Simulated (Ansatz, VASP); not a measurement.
**One calculation of Si3N4, two programs**

```
Si N
1.0
     7.54403    0.00000    0.00000
    -3.77201    6.53332    0.00000
     0.00000    0.00000    2.88282
Si N
6 8
Direct
  0.76600 0.17230 0.32563
  0.59370 0.76600 0.82563
  0.82770 0.59370 0.32563
  0.23400 0.82770 0.82563
  0.40630 0.23400 0.32563
  0.17230 0.40630 0.82563
  0.02814 0.32936 0.32563
  0.69878 0.02814 0.82563
  0.67064 0.69878 0.32563
  0.97186 0.67064 0.82563
  0.30122 0.97186 0.32563
  0.32936 0.30122 0.82563
  0.33333 0.66667 0.82563
  0.66667 0.33333 0.32563
```

Change from the starting cell: volume scaled by 0.98, ions relaxed.

Alike in both runs: functional PBE; k mesh 5 × 5 × 10; occupations fermi-dirac, width 0.02 eV; no spin polarisation.

Ansatz relaxed the structure, and its values are those at the end. VASP's run is a single point on that final structure, the one shown.

```csv
,VASP,Ansatz
version,VASP 6.6.1,Ansatz 0.2.0
potentials or method,"VASP PAW PBE potentials, release 64 (Si, N)","plane-wave PAW, scalar-relativistic"
plane-wave cutoff (eV),520,420
valence electrons in the cell,64,64
```

```csv
,VASP,Ansatz,Ansatz less VASP
gap on the k mesh at the Fermi level (eV),4.43,4.44,+0.012
pressure (GPa),11.6,11.9,+0.29
rms of the force components (eV/Å),0.005,0.003,-0.0017
```

Ansatz's warnings: stress scf threshold loose.
